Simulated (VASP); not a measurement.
# TiB2 (P6/mmm) in VASP: notebook

Runs on TiB2. Level: PBE. Tasks: single point.

Everything below comes from runs of VASP 6.6.1. Logs are shortened: lines on timing, memory, paths and dates and some standing lists are left out, and cuts for length are marked.

### 1 The cell of the first run

It takes space group P6/mmm (No. 191, hexagonal). Conventional cell: a = 3.029 Å, b = 3.029 Å, c = 3.196 Å, α = 90.00°, β = 90.00°, γ = 120.00°. Ti (site symmetry 6/mmm) has 12 B at 2.37 Å and 6 Ti at 3.03 Å within 3.1 Å. B (site symmetry -6m2) has 3 B at 1.75 Å within 2.3 Å.

### 2 Single point, PBE (zz strain of -1 %)

Input file INCAR:

```
PREC     = Accurate       # precision mode
ENCUT    = 520            # plane-wave cutoff, eV
EDIFF    = 1E-6           # SCF threshold, eV
ISMEAR   = -1             # smearing method
SIGMA    = 0.08           # smearing width, eV
LREAL    = False          # projectors in reciprocal space
LASPH    = True           # aspherical terms in the spheres
NELM     = 80             # most SCF steps
ALGO     = Normal         # electronic algorithm
ISIF     = 2              # what is computed and relaxed
LWAVE    = False          # write WAVECAR
LCHARG   = True           # write CHGCAR
GGA      = PE             # functional
LELF     = True           # ELF
LVHAR    = True         
NBANDS   = 16             # bands
```

Input file KPOINTS:

```
Automatic mesh
0
Gamma
  15 15 13
```

Input file POSCAR:

```
TiB2
1.0
    3.0291982016      0.0000000000      0.0000000000
   -1.5145991008      2.6233625957      0.0000000000
    0.0000000000      0.0000000000      3.1961160000
Ti B
1 2
Direct
    0.0000000000      0.0000000000      0.0000000000
    0.3333333333      0.6666666667      0.5000000000
    0.6666666667      0.3333333333      0.5000000000
```

Potentials or basis: VASP PAW PBE potentials, release 64 (Ti_sv, B).

On the command line:

```
$ cat potpaw_PBE.64/Ti_sv/POTCAR potpaw_PBE.64/B/POTCAR > POTCAR
$ mpirun -np 1 vasp_std > vasp.out
```

OUTCAR:

```text
PREC = Accurate
   ENCUT = 520
   EDIFF = 1E-6
   ISMEAR = -1
   LREAL = False
   LASPH = True
   NELM = 80
   ISIF = 2
   GGA = PE

 ion  position               nearest neighbor table
   1  0.000  0.000  0.000-   2 2.37   3 2.37   2 2.37   3 2.37   3 2.37   3 2.37   2 2.37   2 2.37
                             3 2.37   3 2.37   2 2.37   2 2.37
   2  0.333  0.667  0.500-   3 1.75   3 1.75   3 1.75   1 2.37   1 2.37   1 2.37   1 2.37   1 2.37
                             1 2.37
   3  0.667  0.333  0.500-   2 1.75   2 1.75   2 1.75   1 2.37   1 2.37   1 2.37   1 2.37   1 2.37
                             1 2.37

  LATTYP: Found a hexagonal cell.
 ALAT       =     3.0291982016
 C/A-ratio  =     1.0551029637

  Lattice vectors:

 A1 = (   3.0291982016,   0.0000000000,   0.0000000000)
 A2 = (  -1.5145991008,   2.6233625957,   0.0000000000)
 A3 = (   0.0000000000,   0.0000000000,   3.1961160000)

Analysis of symmetry for initial positions (statically):
=====================================================================
 Subroutine PRICEL returns:
 Original cell was already a primitive cell.

 Routine SETGRP: Setting up the symmetry group for a
 hexagonal supercell.

 Subroutine GETGRP returns: Found 24 space group operations
 (whereof 24 operations were pure point group operations)
 out of a pool of 24 trial point group operations.

The static configuration has the point symmetry D_6h.

Analysis of symmetry for dynamics (positions and initial velocities):
=====================================================================
 Subroutine PRICEL returns:
 Original cell was already a primitive cell.

 Routine SETGRP: Setting up the symmetry group for a
 hexagonal supercell.

 Subroutine GETGRP returns: Found 24 space group operations
 (whereof 24 operations were pure point group operations)
 out of a pool of 24 trial point group operations.

The dynamic configuration has the point symmetry D_6h.

 Subroutine INISYM returns: Found 24 space group operations
 (whereof 24 operations are pure point group operations),
 and found     1 'primitive' translations

----------------------------------------------------------------------------------------

                                     Primitive cell

  volume of cell :      25.3985

  direct lattice vectors                    reciprocal lattice vectors
     3.029198202  0.000000000  0.000000000     0.330120360  0.190595079  0.000000000
    -1.514599101  2.623362596  0.000000000     0.000000000  0.381190157  0.000000000
     0.000000000  0.000000000  3.196116000     0.000000000  0.000000000  0.312879758

  length of vectors
     3.029198202  3.029198202  3.196116000     0.381190157  0.381190157  0.312879758

  position of ions in fractional coordinates (direct lattice)
     0.000000000  0.000000000  0.000000000
     0.333333333  0.666666667  0.500000000
     0.666666667  0.333333333  0.500000000

  ion indices of the primitive-cell ions
   primitive index   ion index
                 1           1
                 2           2
                 3           3

----------------------------------------------------------------------------------------

 KPOINTS: Automatic mesh

Automatic generation of k-mesh.
 Grid dimensions read from file:
 generate k-points for:   15   15   13

 Generating k-lattice:

  Cartesian coordinates                     Fractional coordinates (reciprocal lattice)
     0.022008024  0.012706339  0.000000000     0.066666667 -0.000000000  0.000000000
     0.000000000  0.025412677  0.000000000     0.000000000  0.066666667  0.000000000
     0.000000000  0.000000000  0.024067674     0.000000000  0.000000000  0.076923077

  Length of vectors
     0.025412677  0.025412677  0.024067674

  Shift w.r.t. Gamma in fractional coordinates (k-lattice)
     0.000000000  0.000000000  0.000000000

 Subroutine IBZKPT returns following result:
 ===========================================

 Found    189 irreducible k-points:

 Following reciprocal coordinates:
            Coordinates               Weight
  0.000000  0.000000  0.000000      1.000000
  0.066667  0.000000  0.000000      6.000000
  0.133333  0.000000  0.000000      6.000000
  0.200000  0.000000  0.000000      6.000000
  0.266667  0.000000  0.000000      6.000000
  0.333333  0.000000  0.000000      6.000000
[... 16 lines left out ...]
  0.333333  0.200000  0.000000     12.000000
  0.400000  0.200000  0.000000      6.000000
 [... further k-points ...]
   k-points           NKPTS =    189   k-points in BZ     NKDIM =    189   number of bands    NBANDS=     16
   number of dos      NEDOS =    301   number of ions     NIONS =      3
   total plane-waves  NPLWV =  13824
   dimension x,y,z NGX =    24 NGY =   24 NGZ =   24
   dimension x,y,z NGXF=    48 NGYF=   48 NGZF=   48
   ions per type =               1   2
   NGX,Y,Z   is equivalent  to a cutoff of  13.17, 13.17, 12.48 a.u.
   NGXF,Y,Z  is equivalent  to a cutoff of  26.34, 26.34, 24.97 a.u.
 SYSTEM =  unknown system
   PREC   = accura    normal or accurate (medium, high low for compatibility)
   ISTART =      0    job   : 0-new  1-cont  2-samecut
   ICHARG =      2    charge: 1-file 2-atom 10-const
   ISPIN  =      1    spin polarized calculation?
   LNONCOLLINEAR =      F non collinear calculations
   LSORBIT =      F    spin-orbit coupling
   LASPH  =      T    aspherical Exc in radial PAW
   ENCUT  =  520.0 eV  38.22 Ry    6.18 a.u.   5.63  5.63  5.94*2*pi/ulx,y,z
   NELM   =     80;   NELMIN=  2; NELMDL= -5     # of ELM steps
   EDIFF  = 0.1E-05   stopping-criterion for ELM
   LREAL  =      F    real-space projection
   EDIFFG = 0.1E-04   stopping-criterion for IOM
   NSW    =      0    number of steps for IOM
   IBRION =     -1    ionic relax: 0-MD 1-quasi-New 2-CG
   NFREE  =      0    steps in history (QN), initial steepest desc. (CG)
   ISIF   =      2    stress and relaxation
   ISYM   =      2    0-nonsym 1-usesym 2-fastsym
   POTIM  = 0.5000    time-step for ionic-motion
   TEBEG  =    0.0;   TEEND  =   0.0 temperature during run
   PSTRESS=    0.0 pullay stress
   NELECT =      18.0000    total number of electrons
   NUPDOWN=      -1.0000    fix difference up-down
   EMIN   =  10.00;   EMAX   =-10.00  energy-range for DOS
   EFERMI =   0.00;   METHOD = LEGACY
   ISMEAR =    -1;   SIGMA  =   0.08  broadening in eV -4-tet -1-fermi 0-gaus
   EFERMI_NEDOS =   21; number of points for ismear=-14 and -15
   IALGO  =     38    algorithm
   IMIX   =      4    mixing-type and parameters
     AMIX     =   0.40;   BMIX     =  1.00
     AMIX_MAG =   1.60;   BMIX_MAG =  1.00
  volume/ion in A,a.u.               =       8.47        57.13
  Fermi-wavevector in a.u.,A,eV,Ry     =   1.459585  2.758216 28.985706  2.130389
  Thomas-Fermi vector in A             =   2.576135
   LORBIT       =      0    0 simple, 1 ext, 2 COOP (PROOUT), +10 PAW based schemes
   GGA     = PE    functional components
   LHFCALC =     F    Hartree Fock is set to
   AEXX    =    0.0000 exact exchange contribution
   IVDW    =     0    specifies the selected vdW correction
   LEPSILON=     F    determine dielectric tensor
   LRPA    =     F    only Hartree local field effects (RPA)
 non-spin polarized calculation
  energy-cutoff  :      520.00
  volume of cell :       25.40
 maximum number of plane-waves:       702
 NGX is ok and might be reduce to    24
   NGX = 11   NGY = 11   NGZ = 11

 number of electron      17.9999998 magnetization

 Free energy of the ion-electron system (eV)
  ---------------------------------------------------
  ext. energy  EPLUGINS =         0.00000000
  ---------------------------------------------------
  free energy    TOTEN  =       -24.42952221 eV

  energy without entropy =      -24.42140944  energy(sigma->0) =      -24.42546582

 E-fermi :  10.1277     XC(G=0): -12.8194

 val. band max:       10.1267417922   @ k =   0.2667   0.2000   0.0000
 cond. band min:      10.1410613515   @ k =   0.0667   0.0000   0.3846
 fundamental gap:      0.0143195593
 Fermi energy:        10.1276855333

 k-point     1 :       0.0000    0.0000    0.0000
  band No.  band energies     occupation
      1     -46.8061      2.00000
      2     -23.1531      2.00000
      3     -22.8473      2.00000
      4     -22.8473      2.00000
      5      -3.4394      2.00000
      6       7.4223      2.00000
[... 8 lines left out ...]
     15      15.8428      0.00000
     16      16.9541      0.00000

 k-point     2 :       0.0667    0.0000    0.0000
  band No.  band energies     occupation
      1     -46.8037      2.00000
      2     -23.1501      2.00000
      3     -22.8654      2.00000
      4     -22.8513      2.00000
      5      -3.3534      2.00000
      6       7.1740      2.00000
[... 8 lines left out ...]
     15      16.4052      0.00000
     16      17.2255      0.00000

 k-point     3 :       0.1333    0.0000    0.0000
  band No.  band energies     occupation
      1     -46.7970      2.00000
      2     -23.1416      2.00000
      3     -22.9166      2.00000
      4     -22.8630      2.00000
      5      -3.0985      2.00000
      6       6.5026      2.00000
[... 8 lines left out ...]
     15      17.5986      0.00000
     16      18.0526      0.00000

 k-point     4 :       0.2000    0.0000    0.0000
  band No.  band energies     occupation
      1     -46.7872      2.00000
      2     -23.1291      2.00000
      3     -22.9913      2.00000
      4     -22.8800      2.00000
      5      -2.6840      2.00000
      6       5.5698      2.00000
[... 8 lines left out ...]
     15      18.0048      0.00000
     16      19.0728      0.00000
[... 324 lines left out ...]
 k-point    22 :       0.2667    0.2000    0.0000
  band No.  band energies     occupation
      1     -46.7543      2.00000
      2     -23.1756      2.00000
      3     -23.0874      2.00000
      4     -22.9963      2.00000
      5      -0.5413      2.00000
      6       3.0897      2.00000
[... 8 lines left out ...]
     15      18.8567      0.00000
     16      20.0097      0.00000

 k-point    23 :       0.3333    0.2000    0.0000
  band No.  band energies     occupation
      1     -46.7489      2.00000
      2     -23.1990      2.00000
      3     -23.0806      2.00000
      4     -23.0221      2.00000
      5       0.2957      2.00000
      6       2.1712      2.00000
[... 8 lines left out ...]
     15      18.9570      0.00000
     16      20.0756      0.00000

 k-point    24 :       0.4000    0.2000    0.0000
  band No.  band energies     occupation
      1     -46.7469      2.00000
      2     -23.2068      2.00000
      3     -23.0781      2.00000
      4     -23.0316      2.00000
      5       1.1625      2.00000
      6       1.2651      2.00000
[... 8 lines left out ...]
     15      19.0147      0.00000
     16      20.0928      0.00000

 [... further k-points ...]

------------------------ aborting loop because EDIFF is reached ----------------------------------------

  FORCE on cell =-STRESS in cart. coord.  units (eV):
  Direction    XX          YY          ZZ          XY          YZ          ZX
  --------------------------------------------------------------------------------------
  -------------------------------------------------------------------------------------
  Total        0.2978440      0.2978440      0.7024847      0.0000000      0.0000000      0.0000000
  in kB       18.7884482     18.7884482     44.3137894      0.0000000      0.0000000      0.0000000
  external PRESSURE =      27.2968952 kB  Pullay stress =       0.0000000 kB

 VOLUME and BASIS-vectors are now :
 -----------------------------------------------------------------------------
  energy-cutoff  :      520.00
  volume of cell :       25.40
      direct lattice vectors                 reciprocal lattice vectors
     3.029198202  0.000000000  0.000000000     0.330120360  0.190595079  0.000000000
    -1.514599101  2.623362596  0.000000000     0.000000000  0.381190157  0.000000000
     0.000000000  0.000000000  3.196116000     0.000000000  0.000000000  0.312879758

 POSITION                                       TOTAL-FORCE (eV/Angst)
 -----------------------------------------------------------------------------------
      0.00000      0.00000      0.00000         0.000000      0.000000     -0.000000
     -0.00000      1.74891      1.59806        -0.000000      0.000000      0.000000
      1.51460      0.87445      1.59806         0.000000      0.000000     -0.000000
 -----------------------------------------------------------------------------------
    total drift:                               -0.000000      0.000000      0.000000

  FREE ENERGIE OF THE ION-ELECTRON SYSTEM (eV)
  ---------------------------------------------------
  free  energy   TOTEN  =       -24.4295222074 eV

  energy  without entropy=      -24.4214094365  energy(sigma->0) =      -24.42546582
```

It took 2.4 min on 1 thread of AMD EPYC 7R13, shared host; peak memory 0.17 GiB.

What came out:

```
Free energy            : -24.4295 eV
Pressure               : 2.7 GPa
Band gap on the k mesh : zero (band 9 reaches 10.41 eV, above the bottom of band 10 at 9.89 eV)
```

Levels at points of the mesh, in eV from the Fermi level:
```tsv
k point	band 7	band 8	band 9	band 10	band 11	band 12
(0.00, 0.00, 0.00)	-2.71	-2.23	-2.13	1.91	1.91	3.75
```

Caveat: the cell differs from its parent crystal (zz strain of -1 %).

### 3 Single point, PBE (zz strain of +2 %)

Input file INCAR:

```
  ALGO = Normal
  EDIFF = 1E-7
  ENCUT = 520
  GGA = PE
  ISIF = 2
  ISMEAR = -1
  LASPH = T
  LCHARG = F
  LREAL = F
  LWAVE = F
  NBANDS = 16
  NELM = 80
  PREC = Accurate
  SIGMA = 0.08
```

Input file KPOINTS:

```
k-points
0
Gamma
  15 15 13
```

Changes to POSCAR since step 2:

```diff
@@ -4,3 +4,3 @@
    -1.5145991008      2.6233625957      0.0000000000
-    0.0000000000      0.0000000000      3.1961160000
+    0.0000000000      0.0000000000      3.2929680000
 Ti B
```

Potentials or basis: VASP PAW PBE potentials, release 64 (Ti_sv, B).

On the command line:

```
$ cat potpaw_PBE.64/Ti_sv/POTCAR potpaw_PBE.64/B/POTCAR > POTCAR
$ mpirun -np 1 vasp_std > vasp.out
```

It took 3 min on 1 thread of AMD EPYC 7R13, shared host; peak memory 0.17 GiB.

The run converged. Its results:

```yaml
Free_energy: -24.4186 eV
Pressure: -3.7 GPa
Band_gap_on_the_k_mesh: zero (band 9 reaches 10.17 eV, above the bottom of band 10 at 9.69 eV)
```

Stress tensor (GPa, compression positive):
```
-1.14  0.00  0.00
 0.00 -1.14  0.00
 0.00  0.00 -8.82
```

Levels at points of the mesh, in eV from the Fermi level:
| k point | band 7 | band 8 | band 9 | band 10 | band 11 | band 12 |
| --- | --- | --- | --- | --- | --- | --- |
| (0.00, 0.00, 0.00) | -2.45 | -2.45 | -2.14 | 1.80 | 1.80 | 3.42 |

Caveat: the cell differs from its parent crystal (zz strain of +2 %).
